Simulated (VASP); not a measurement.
A run of VASP 6.6.1 is set up as follows.

The input INCAR:

```
SYSTEM = Pt
PREC     = Accurate       ! precision mode
ENCUT    = 500            ! plane-wave cutoff, eV
EDIFF    = 1E-7           ! SCF threshold, eV
ISMEAR   = 0              ! smearing method
SIGMA    = 0.1            ! smearing width, eV
LREAL    = .FALSE.        ! projectors in reciprocal space
LASPH    = .TRUE.         ! aspherical terms in the spheres
NELM     = 120            ! most SCF steps
ALGO     = Normal         ! electronic algorithm
ISIF     = 3              ! what is computed and relaxed
LWAVE    = .FALSE.        ! write WAVECAR
LCHARG   = .FALSE.        ! write CHGCAR
GGA      = PS             ! functional
IBRION   = 2              ! ionic algorithm
NSW      = 50             ! ionic steps
EDIFFG   = -0.01          ! ionic threshold
GGA_COMPAT= .FALSE.      
NELMIN   = 4
```

The input KPOINTS:

```
regular mesh
0
G
  18 18 9
  0 0 0
```

File POSCAR:

```
Pt
1.0
    2.7606660000      0.0000000000      0.0000000000
   -1.3803330000      2.3908070000      0.0000000000
    0.0000000000      0.0000000000      4.7921340000
Pt
2
Direct
    0.6666666667      0.3333333333      0.7500000000
    0.3333333333      0.6666666667      0.2500000000
```

Potentials or basis: VASP PAW PBE potentials, release 64 (Pt).

Command:

```bash
$ cat potpaw_PBE.64/Pt/POTCAR > POTCAR
$ mpirun -np 1 vasp_std > vasp.out
```

(1) Predict the band gap on the k mesh.

(2) What does it give for the relaxed cell?

## Answers

(1) zero (band 10 reaches 11.55 eV, above the bottom of band 11 at 10.24 eV).

(2) a = 2.725 Å, b = 2.725 Å, c = 4.699 Å, α = 90.00°, β = 90.00°, γ = 120.00°.

Caveat: spin-orbit coupling is left out, which moves the levels of the heavy elements.
